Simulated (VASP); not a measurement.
Here is a VASP 6.6.1 calculation.

INCAR

```
SYSTEM = Cs4ErTe
ALGO = Normal ; EDIFF = 1E-6
ENCUT = 500 ; GGA = PE
GGA_COMPAT = .False. ; ISIF = 2
ISMEAR = 0 ; LASPH = .True.
LCHARG = .False. ; LMAXMIX = 6
LREAL = .False. ; LWAVE = .False.
NBANDS = 34 ; NELM = 200
PREC = Accurate ; SIGMA = 0.2
```

KPOINTS

```
k-points
0
Gamma
  3 3 3
  0 0 0
```

POSCAR

```
Cs4ErTe
1.0
    0.0000000000      5.5757705584      5.5757705584
    5.5757705584      0.0000000000      5.5757705584
    5.5757705584      5.5757705584      0.0000000000
Cs Er Te
4 1 1
Direct
    0.8717163923      0.3760945359      0.3760945359
    0.3760945359      0.3760945359      0.3760945359
    0.3760945359      0.8717163923      0.3760945359
    0.3760945359      0.3760945359      0.8717163923
    0.0000000000      0.0000000000      0.0000000000
    0.7500000000      0.7500000000      0.7500000000
```

Potentials or basis: VASP PAW PBE potentials, release 64 (Cs_sv, Er_3, Te), 4f in core.

Run with:

```sh
$ cat potpaw_PBE.64/Cs_sv/POTCAR potpaw_PBE.64/Er_3/POTCAR potpaw_PBE.64/Te/POTCAR > POTCAR
$ mpirun -np 1 vasp_std > vasp.out
```

(1) Estimate the pressure.

(2) What does it give for the band gap on the k mesh?

(3) Estimate the largest force.

Results:

(1) 0.3 GPa.

(2) zero (an odd number of electrons rules out a gap without spin polarisation).

(3) 0.135 eV/Å.

Caveat: spin-orbit coupling is left out, which moves the levels of the heavy elements; the 4f electrons are frozen in the core, so they carry no moment and show no levels.
